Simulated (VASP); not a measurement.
Set up this calculation in VASP 6.6.1, as the native input.

| Property | Result |
| --- | --- |
| Task | single point |
| Functional | PBE |
| Potentials or basis | VASP PAW PBE potentials, release 64 (Mo_sv, S) |
| Cutoff | 520 eV |
| k mesh | 11 × 11 × 3 |
| Occupations | gaussian, width 0.02 eV |
| Spin | no spin polarisation |
| Dipole correction | no |
| Further INCAR settings | ALGO = Normal; EDIFF = 1e-06; NBANDS = 35 |

The structure of MoS2 lies in POSCAR:

```
MoS2
1.0
    3.1690000000      0.0000000000      0.0000000000
   -1.5845000000      2.7444345046      0.0000000000
    0.0000000000      0.0000000000     12.3240000000
Mo S
2 4
Direct
    0.6666666667      0.3333333333      0.7581142486
    0.3333333333      0.6666666667      0.2500000000
    0.6666666667      0.3333333333      0.3770000000
    0.3333333333      0.6666666667      0.8770000000
    0.6666666667      0.3333333333      0.1230000000
    0.3333333333      0.6666666667      0.6230000000
```

One way to write it, as run:

INCAR

```
PREC = Accurate
ENCUT = 520
EDIFF = 1E-6
ISMEAR = 0
SIGMA = 0.02
LREAL = F
LASPH = T
NELM = 60
ALGO = Normal
ISIF = 2
LWAVE = F
LCHARG = F
GGA = PE
NBANDS = 35
```

KPOINTS

```
Automatic mesh
0
Gamma
  11 11 3
```

Potentials or basis: VASP PAW PBE potentials, release 64 (Mo_sv, S).

Launch:

```bash
$ cat potpaw_PBE.64/Mo_sv/POTCAR potpaw_PBE.64/S/POTCAR > POTCAR
$ mpirun -np 1 vasp_std > vasp.out
```

Results of the run:

| Item | Value |
| --- | --- |
| Pressure | 2.3 GPa |
| Largest force | 2.968 eV/Å |
| Band gap on the k mesh | 0.75 eV, indirect (least direct gap 1.79 eV) |

Caveat: this functional lacks dispersion, which binds the layers, so the pressure and a relaxed spacing across them are unreliable; forces of over 1 eV/Å act on the atoms, so gaps and moduli don't describe the material at rest.

It used 90 s of CPU time on 1 thread of Intel(R) Xeon(R) Platinum 8488C (Sapphire Rapids) (shared host).
